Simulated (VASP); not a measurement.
# LiBiSe2 (R-3m) in VASP: further runs

The runs below take LiBiSe2 through single point, with r2SCAN.

Program: VASP 6.6.1. These are calculated values, not measurements. Logs are shortened: lines on timing, memory, paths and dates and some standing lists are left out, and cuts for length are marked.

## (1) The cell of the first run

Symmetry: R-3m, No. 166, trigonal system. The conventional cell has a = 4.036 Å, b = 4.036 Å, c = 19.435 Å, α = 90.00°, β = 90.00°, γ = 120.00°. Li (site symmetry -3m) has 6 Se at 2.79 Å within 3.7 Å. Within 3.8 Å of Bi (site symmetry -3m) lie 6 Se at 2.89 Å. Within 3.7 Å of Se (site symmetry 3m) lie 3 Li at 2.79 Å and 3 Bi at 2.89 Å.

## (2) Single point, r2SCAN (22.84 Å³/atom)

The input, POSCAR:

```
LiBiSe2
1.0
    2.0178581699      1.1650109576      6.4783958895
   -2.0178581699      1.1650109576      6.4783958895
    0.0000000000     -2.3300219152      6.4783958895
Li Bi Se
1 1 2
Direct
    1.0000000000      0.0000000000      0.0000000000
    0.5000000000      0.5000000000      0.5000000000
    0.2543314314      0.2543314314      0.2543314314
    0.7456685686      0.7456685686      0.7456685686
```

The input, INCAR.step1:

```
SYSTEM = LiBiSe2
ALGO     = Normal         ! electronic algorithm
EDIFF    = 1E-4           ! SCF threshold, eV
ENCUT    = 520            ! plane-wave cutoff, eV
GGA      = PE             ! functional
ISMEAR   = 0              ! smearing method
LASPH    = .True.         ! aspherical terms in the spheres
LCHARG   = .False.        ! write CHGCAR
LREAL    = .False.        ! projectors in reciprocal space
LWAVE    = .True.         ! write WAVECAR
NBANDS   = 23             ! bands
NELM     = 60             ! most SCF steps
PREC     = Accurate       ! precision mode
SIGMA    = 0.01           ! smearing width, eV
```

The input, INCAR.step2:

```
SYSTEM = LiBiSe2
ALGO     = Normal         ! electronic algorithm
EDIFF    = 1E-6           ! SCF threshold, eV
ENCUT    = 520            ! plane-wave cutoff, eV
ISIF     = 2              ! what is computed and relaxed
ISMEAR   = 0              ! smearing method
ISTART   = 1            
LASPH    = .True.         ! aspherical terms in the spheres
LCHARG   = .True.         ! write CHGCAR
LELF     = .True.         ! ELF
LMIXTAU  = .True.       
LREAL    = .False.        ! projectors in reciprocal space
LVHAR    = .True.       
LWAVE    = .False.        ! write WAVECAR
METAGGA  = R2SCAN         ! meta-GGA
NBANDS   = 23             ! bands
NELM     = 60             ! most SCF steps
PREC     = Accurate       ! precision mode
SIGMA    = 0.01           ! smearing width, eV
```

The input, KPOINTS:

```
k-points
0
Gamma
  6 6 6
  0 0 0
```

Potentials or basis: VASP PAW PBE potentials, release 64 (Li_sv, Bi_d, Se).

Started as:

```
> cat potpaw_PBE.64/Li_sv/POTCAR potpaw_PBE.64/Bi_d/POTCAR potpaw_PBE.64/Se/POTCAR > POTCAR
> cp INCAR.step1 INCAR
> mpirun -np 1 vasp_std > vasp.out
> cp INCAR.step2 INCAR
> mpirun -np 1 vasp_std > vasp.out
```

OUTCAR:

```text
SYSTEM = LiBiSe2
   EDIFF = 1E-6
   ENCUT = 520
   ISIF = 2
   ISMEAR = 0
   ISTART = 1
   LASPH = .True.
   LREAL = .False.
   METAGGA = R2SCAN
   NELM = 60
   PREC = Accurate

 ion  position               nearest neighbor table
   1  0.000  0.000  0.000-
   2  0.500  0.500  0.500-   3 2.89   3 2.89   4 2.89   4 2.89   3 2.89   4 2.89
   3  0.254  0.254  0.254-   2 2.89   2 2.89   2 2.89
   4  0.746  0.746  0.746-   2 2.89   2 2.89   2 2.89

  LATTYP: Found a trigonal (rhomboedric) cell.
 ALAT       =     6.8846652371
 COS(alpha) =     0.8281911167

  Lattice vectors:

 A1 = (   2.0178581699,   1.1650109576,   6.4783958895)
 A2 = (  -2.0178581699,   1.1650109576,   6.4783958895)
 A3 = (   0.0000000000,  -2.3300219152,   6.4783958895)

Analysis of symmetry for initial positions (statically):
=====================================================================
 Subroutine PRICEL returns:
 Original cell was already a primitive cell.

 Routine SETGRP: Setting up the symmetry group for a
 trigonal (rhombohedral) supercell.

 Subroutine GETGRP returns: Found 12 space group operations
 (whereof 12 operations were pure point group operations)
 out of a pool of 12 trial point group operations.

The static configuration has the point symmetry D_3d.

Analysis of symmetry for dynamics (positions and initial velocities):
=====================================================================
 Subroutine PRICEL returns:
 Original cell was already a primitive cell.

 Routine SETGRP: Setting up the symmetry group for a
 trigonal (rhombohedral) supercell.

 Subroutine GETGRP returns: Found 12 space group operations
 (whereof 12 operations were pure point group operations)
 out of a pool of 12 trial point group operations.

The dynamic configuration has the point symmetry D_3d.

 Subroutine INISYM returns: Found 12 space group operations
 (whereof 12 operations are pure point group operations),
 and found     1 'primitive' translations

----------------------------------------------------------------------------------------

                                     Primitive cell

  volume of cell :      91.3775

[... 88 lines left out ...]
   LSORBIT =      F    spin-orbit coupling
   LASPH  =      T    aspherical Exc in radial PAW
   ENCUT  =  520.0 eV  38.22 Ry    6.18 a.u.  12.80 12.80 12.80*2*pi/ulx,y,z
   NELM   =     60;   NELMIN=  2; NELMDL=  0     # of ELM steps
   EDIFF  = 0.1E-05   stopping-criterion for ELM
   LREAL  =      F    real-space projection
   EDIFFG = 0.1E-04   stopping-criterion for IOM
   NSW    =      0    number of steps for IOM
   IBRION =     -1    ionic relax: 0-MD 1-quasi-New 2-CG
   NFREE  =      0    steps in history (QN), initial steepest desc. (CG)
   ISIF   =      2    stress and relaxation
   ISYM   =      2    0-nonsym 1-usesym 2-fastsym
   POTIM  = 0.5000    time-step for ionic-motion
   TEBEG  =    0.0;   TEEND  =   0.0 temperature during run
   PSTRESS=    0.0 pullay stress
   NELECT =      30.0000    total number of electrons
   NUPDOWN=      -1.0000    fix difference up-down
   EMIN   =  10.00;   EMAX   =-10.00  energy-range for DOS
   EFERMI =   0.00;   METHOD = LEGACY
   ISMEAR =     0;   SIGMA  =   0.01  broadening in eV -4-tet -1-fermi 0-gaus
   EFERMI_NEDOS =   21; number of points for ismear=-14 and -15
   IALGO  =     38    algorithm
   IMIX   =      4    mixing-type and parameters
     AMIX     =   0.40;   BMIX     =  1.00
     AMIX_MAG =   1.60;   BMIX_MAG =  1.00
  volume/ion in A,a.u.               =      22.84       154.16
  Fermi-wavevector in a.u.,A,eV,Ry     =   1.129368  2.134196 17.353849  1.275472
  Thomas-Fermi vector in A             =   2.266061
   LORBIT       =      0    0 simple, 1 ext, 2 COOP (PROOUT), +10 PAW based schemes
   METAGGA = R2SCAN    functional components
   LHFCALC =     F    Hartree Fock is set to
   AEXX    =    0.0000 exact exchange contribution
   IVDW    =     0    specifies the selected vdW correction
   LEPSILON=     F    determine dielectric tensor
   LRPA    =     F    only Hartree local field effects (RPA)
 non-spin polarized calculation
 Gauss-broadening in eV      SIGMA  =   0.01
  energy-cutoff  :      520.00
  volume of cell :       91.38
 maximum number of plane-waves:      2490
 NGX is ok and might be reduce to    54
   NGX = 25   NGY = 25   NGZ = 25

 number of electron      29.9999999 magnetization

 Free energy of the ion-electron system (eV)
  ---------------------------------------------------
  ext. energy  EPLUGINS =         0.00000000
  ---------------------------------------------------
  free energy    TOTEN  =       -92.73350794 eV

  energy without entropy =      -92.73350794  energy(sigma->0) =      -92.73350794

 E-fermi :   4.6859     XC(G=0): -10.0103

 val. band max:        4.5094571496   @ k =   0.5000   0.5000   0.5000
 cond. band min:       5.9252863542   @ k =   0.5000   0.5000   0.5000
 fundamental gap:      1.4158292045
 Fermi energy:         4.6858991002

 k-point     1 :       0.0000    0.0000    0.0000
  band No.  band energies     occupation
      1     -43.0070      2.00000
      2     -19.2083      2.00000
      3     -19.2083      2.00000
      4     -19.1948      2.00000
      5     -19.1807      2.00000
      6     -19.1807      2.00000
[... 613 lines left out ...]
     22      13.1204      0.00000
     23      13.7892      0.00000

 [... further k-points ...]

------------------------ aborting loop because EDIFF is reached ----------------------------------------

  FORCE on cell =-STRESS in cart. coord.  units (eV):
  Direction    XX          YY          ZZ          XY          YZ          ZX
  --------------------------------------------------------------------------------------
  -------------------------------------------------------------------------------------
  Total        2.2414107      2.2414107      2.2310867      0.0000000     -0.0000000      0.0000000
  in kB       39.3000080     39.3000080     39.1189920      0.0000000     -0.0000000      0.0000000
  external PRESSURE =      39.2396693 kB  Pullay stress =       0.0000000 kB

 VOLUME and BASIS-vectors are now :
 -----------------------------------------------------------------------------
  energy-cutoff  :      520.00
  volume of cell :       91.38
      direct lattice vectors                 reciprocal lattice vectors
     2.017858170  1.165010958  6.478395889     0.247787485  0.143060171  0.051453066
    -2.017858170  1.165010958  6.478395889    -0.247787485  0.143060171  0.051453066
     0.000000000 -2.330021915  6.478395889     0.000000000 -0.286120342  0.051453066

 POSITION                                       TOTAL-FORCE (eV/Angst)
 -----------------------------------------------------------------------------------
      0.00000      0.00000      0.00000        -0.000000     -0.000000      0.000000
      0.00000      0.00000      9.71759         0.000000     -0.000000      0.000000
      0.00000      0.00000      4.94298        -0.000000     -0.000000      0.428535
      0.00000      0.00000     14.49221        -0.000000      0.000000     -0.428535
 -----------------------------------------------------------------------------------
    total drift:                               -0.000000     -0.000000      0.000000

  FREE ENERGIE OF THE ION-ELECTRON SYSTEM (eV)
  ---------------------------------------------------
  free  energy   TOTEN  =       -92.7335079376 eV

  energy  without entropy=      -92.7335079376  energy(sigma->0) =      -92.73350794
```

OSZICAR.step1:

```text
N       E                     dE             d eps       ncg     rms          rms(c)
DAV:   1     0.249916743066E+03    0.24992E+03   -0.13373E+04  1472   0.134E+03
DAV:   2     0.817055103833E+01   -0.24175E+03   -0.22798E+03  1580   0.340E+02
DAV:   3    -0.152035485553E+02   -0.23374E+02   -0.22849E+02  1951   0.107E+02
DAV:   4    -0.163621020088E+02   -0.11586E+01   -0.11544E+01  2393   0.235E+01
DAV:   5    -0.163892209125E+02   -0.27119E-01   -0.27110E-01  1929   0.297E+00    0.435E+00
DAV:   6    -0.155881915959E+02    0.80103E+00   -0.15446E+00  2070   0.814E+00    0.249E+00
DAV:   7    -0.155910157224E+02   -0.28241E-02   -0.35008E-01  1903   0.249E+00    0.143E+00
DAV:   8    -0.155961171363E+02   -0.51014E-02   -0.37646E-02  1839   0.180E+00    0.201E-01
DAV:   9    -0.155942434532E+02    0.18737E-02   -0.92745E-03  1986   0.738E-01    0.683E-02
DAV:  10    -0.155943557788E+02   -0.11233E-03   -0.10283E-03  1776   0.180E-01    0.385E-02
DAV:  11    -0.155944103208E+02   -0.54542E-04   -0.73094E-05  1269   0.544E-02
   1 F= -.15594410E+02 E0= -.15594410E+02  d E =-.521139E-16
```

Run time: 9.1 min. Hardware: 1 thread of Intel Xeon 6975P-C (Granite Rapids), shared host; peak memory 0.47 GiB.

Results:

```yaml
Free_energy: -92.7335 eV
Largest_force: 0.429 eV/Å
Band_gap_on_the_k_mesh: 1.42 eV
```

Forces on the atoms (eV/Å):
```
Li   0.000  0.000  0.000
Bi   0.000  0.000  0.000
Se   0.000  0.000  0.429
Se   0.000  0.000 -0.429
```

Levels at points of the mesh, in eV from the valence-band top:
| k point | band 11 | band 12 | band 13 | band 14 | band 15 | band 16 | band 17 | band 18 | band 19 | band 20 |
| --- | --- | --- | --- | --- | --- | --- | --- | --- | --- | --- |
| (0.00, 0.00, 0.00) | -1.62 | -1.62 | -1.48 | -1.22 | -1.22 | 1.59 | 2.37 | 2.37 | 6.74 | 7.64 |
| (0.50, 0.00, 0.00) | -3.74 | -3.11 | -2.85 | -1.81 | -1.21 | 2.23 | 3.88 | 4.33 | 5.60 | 7.51 |
| (0.50, 0.50, 0.00) | -3.40 | -3.26 | -2.25 | -1.16 | -1.11 | 1.86 | 2.84 | 3.20 | 4.35 | 8.01 |
| (0.50, 0.50, 0.50) | -1.80 | -1.80 | -1.04 | -1.04 | 0.00 | 1.42 | 2.56 | 2.56 | 5.58 | 7.09 |

Caveat: the cutoff is under 1.25 times the usual one of these potentials, so pressure, stress and relaxed cells hold a basis-set (Pulay) error; the PAW data sets were made with another functional, which shifts forces and pressure a little; spin-orbit coupling is left out, which moves the levels of the heavy elements. A k mesh can miss the band edges.

## (3) Single point, r2SCAN (23.57 Å³/atom)

This run uses another cell than the first one, of 23.57 Å³/atom.

The input, POSCAR:

```
LiBiSe2
1.0
    2.0391003433      1.1772751321      6.5465945422
   -2.0391003433      1.1772751321      6.5465945422
    0.0000000000     -2.3545502642      6.5465945422
Li Bi Se
1 1 2
Direct
    1.0000000000      0.0000000000      0.0000000000
    0.5000000000      0.5000000000      0.5000000000
    0.2543314314      0.2543314314      0.2543314314
    0.7456685686      0.7456685686      0.7456685686
```

The input, INCAR.step1:

```
SYSTEM = LiBiSe2
ALGO = Normal
EDIFF = 1E-4
ENCUT = 520
GGA = PE
ISMEAR = 0
LASPH = .TRUE.
LCHARG = .FALSE.
LREAL = .FALSE.
LWAVE = .TRUE.
NBANDS = 23
NELM = 80
PREC = Accurate
SIGMA = 0.01
```

The input, INCAR.step2:

```
SYSTEM = LiBiSe2
ALGO = Normal
EDIFF = 1E-6
ENCUT = 520
ISIF = 2
ISMEAR = 0
ISTART = 1
LASPH = .TRUE.
LCHARG = .FALSE.
LMIXTAU = .TRUE.
LREAL = .FALSE.
LWAVE = .FALSE.
METAGGA = R2SCAN
NBANDS = 23
NELM = 80
PREC = Accurate
SIGMA = 0.01
```

The input, KPOINTS:

```
k-points
0
G
  6 6 6
  0 0 0
```

Potentials or basis: VASP PAW PBE potentials, release 64 (Li_sv, Bi_d, Se).

Started as:

```
> cat potpaw_PBE.64/Li_sv/POTCAR potpaw_PBE.64/Bi_d/POTCAR potpaw_PBE.64/Se/POTCAR > POTCAR
> cp INCAR.step1 INCAR
> mpirun -np 1 vasp_std > vasp.out
> cp INCAR.step2 INCAR
> mpirun -np 1 vasp_std > vasp.out
```

Wall time 10 min (1 thread of Intel Xeon 6975P-C (Granite Rapids), shared host); peak memory 0.43 GiB.

Results (log left out):

```
Free energy            : -92.7852 eV
Largest force          : 0.218 eV/Å
Band gap on the k mesh : 1.41 eV
```

Forces in eV/Å, atoms in the order of the input:
```
Li   0.000  0.000  0.000
Bi   0.000  0.000  0.000
Se   0.000  0.000  0.218
Se   0.000  0.000 -0.218
```

Levels at points of the mesh, in eV from the valence-band top:
```
           k point  band 11  band 12  band 13  band 14  band 15  band 16  band 17  band 18  band 19  band 20
(0.00, 0.00, 0.00)    -1.50    -1.50    -1.39    -1.12    -1.12     1.63     2.39     2.39     6.60     7.70
(0.50, 0.00, 0.00)    -3.55    -2.94    -2.68    -1.68    -1.14     2.25     3.81     4.26     5.64     7.57
(0.50, 0.50, 0.00)    -3.21    -3.09    -2.15    -1.06    -1.01     1.90     2.85     3.21     4.48     7.90
(0.50, 0.50, 0.50)    -1.67    -1.67    -0.95    -0.95     0.00     1.41     2.56     2.56     5.61     7.14
```

Caveat: the cutoff is under 1.25 times the usual one of these potentials, so pressure, stress and relaxed cells hold a basis-set (Pulay) error; the PAW data sets were made with another functional, which shifts forces and pressure a little; spin-orbit coupling is left out, which moves the levels of the heavy elements. A k mesh can miss the band edges.

## (4) Single point, r2SCAN

This run uses another cell than the first one, of 24.30 Å³/atom.

The input, POSCAR:

```
LiBiSe2
1.0
    2.0599089268      1.1892889734      6.6134011414
   -2.0599089268      1.1892889734      6.6134011414
    0.0000000000     -2.3785779468      6.6134011414
Li Bi Se
1 1 2
Direct
    1.0000000000      0.0000000000      0.0000000000
    0.5000000000      0.5000000000      0.5000000000
    0.2543314314      0.2543314314      0.2543314314
    0.7456685686      0.7456685686      0.7456685686
```

The input, INCAR.step1:

```
PREC = Accurate
ENCUT = 520
ISMEAR = 0
SIGMA = 0.01
LREAL = F
LASPH = T
NELM = 100
NBANDS = 23
GGA = PE
ALGO = Normal
EDIFF = 1E-4
LWAVE = T
LCHARG = F
```

The input, INCAR.step2:

```
PREC = Accurate
ENCUT = 520
EDIFF = 1E-6
ISMEAR = 0
SIGMA = 0.01
LREAL = F
LASPH = T
NELM = 100
ALGO = Normal
ISIF = 2
LWAVE = F
LCHARG = F
METAGGA = R2SCAN
LMIXTAU = T
NBANDS = 23
ISTART = 1
```

The input, KPOINTS:

```
regular mesh
0
Gamma
  6 6 6
```

Started as:

```
> cat potpaw_PBE.64/Li_sv/POTCAR potpaw_PBE.64/Bi_d/POTCAR potpaw_PBE.64/Se/POTCAR > POTCAR
> cp INCAR.step1 INCAR
> mpirun -np 1 vasp_std > vasp.out
> cp INCAR.step2 INCAR
> mpirun -np 1 vasp_std > vasp.out
```

It took 9.9 min on 1 thread of Intel Xeon 6975P-C (Granite Rapids), shared host; peak memory 0.43 GiB.

Results (log left out):

```
Free energy            : -92.8001 eV
Largest force          : 0.030 eV/Å
Band gap on the k mesh : 1.39 eV
```

Forces on the atoms (eV/Å):
```
Li   0.000  0.000  0.000
Bi   0.000  0.000  0.000
Se   0.000  0.000  0.030
Se   0.000  0.000 -0.030
```

Levels at points of the mesh, in eV from the valence-band top:
```tsv
k point	band 13	band 14	band 15	band 16	band 17	band 18
(0.00, 0.00, 0.00)	-1.31	-1.02	-1.02	1.67	2.39	2.39
(0.50, 0.00, 0.00)	-2.52	-1.56	-1.06	2.27	3.75	4.18
(0.50, 0.50, 0.00)	-2.06	-0.97	-0.92	1.92	2.85	3.21
(0.50, 0.50, 0.50)	-0.86	-0.86	0.00	1.39	2.55	2.55
```

Caveat: the cutoff is under 1.25 times the usual one of these potentials, so pressure, stress and relaxed cells hold a basis-set (Pulay) error; the PAW data sets were made with another functional, which shifts forces and pressure a little; spin-orbit coupling is left out, which moves the levels of the heavy elements. A k mesh can miss the band edges.

## (5) The runs side by side

| cell | gap on the mesh (eV) | largest force (eV/Å) |
| --- | --- | --- |
| a = 6.885 Å, angles 34.1°, 4 atoms | 1.42 | 0.43 |
| a = 6.957 Å, angles 34.1°, 4 atoms | 1.41 | 0.22 |
| a = 7.028 Å, angles 34.1°, 4 atoms | 1.39 | 0.03 |

Alike in all rows: task single point; level r2SCAN; potentials or basis VASP PAW PBE potentials, release 64 (Li_sv, Bi_d, Se); no spin polarisation; k mesh 6 × 6 × 6; cutoff (eV) 520; smearing gaussian 0.01 eV.

Caveats: the cutoff is under 1.25 times the usual one of these potentials, so pressure, stress and relaxed cells hold a basis-set (Pulay) error; the PAW data sets were made with another functional, which shifts forces and pressure a little; spin-orbit coupling is left out, which moves the levels of the heavy elements.

Absolute energies hang on the potentials; compare differences alone.
